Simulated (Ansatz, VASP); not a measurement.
# BiTe in VASP and in Ansatz

```
CELL_PARAMETERS angstrom
0.00000 3.23904 3.23904
3.23500 0.00404 3.23500
3.23500 3.23500 0.00404
ATOMIC_POSITIONS crystal
Bi 0.00000 0.00000 0.00000
Te 0.50000 0.50000 0.50000
```

Change from the starting cell: strain +0.0025 x Voigt [0, 0, 0, 1, 0, 0], atoms carried along.

Alike in both runs: task single point; functional LDA; k mesh 14 × 14 × 14; no spin polarisation.

|  | VASP | Ansatz |
| --- | --- | --- |
| version | VASP 6.6.1 | Ansatz 0.2.0 |
| potentials or method | VASP PAW LDA potentials, release 64 (Bi_d, Te), cutoff 520 eV | scalar-relativistic, plane waves, PAW |
| occupations | methfessel-paxton of order 1, width 0.02 eV | cold, width 0.02 eV |
| valence electrons in the cell | 21 | 31 |

|  | VASP | Ansatz | Ansatz less VASP |
| --- | --- | --- | --- |
| gap on the k mesh at the Fermi level (eV) | none | none | - |
| pressure (GPa) | -2.8 | -2.8 | -0.04 |

LDA's correlation is that of Perdew and Zunger in VASP and of Perdew and Wang (1992) in Ansatz. A gap of «none» marks a metal or a gap that the smearing closes. VASP's potentials hold 21 valence electrons a cell and Ansatz's 31, so a difference there can come from the potentials and not from the codes.

Spin-orbit coupling is off throughout.
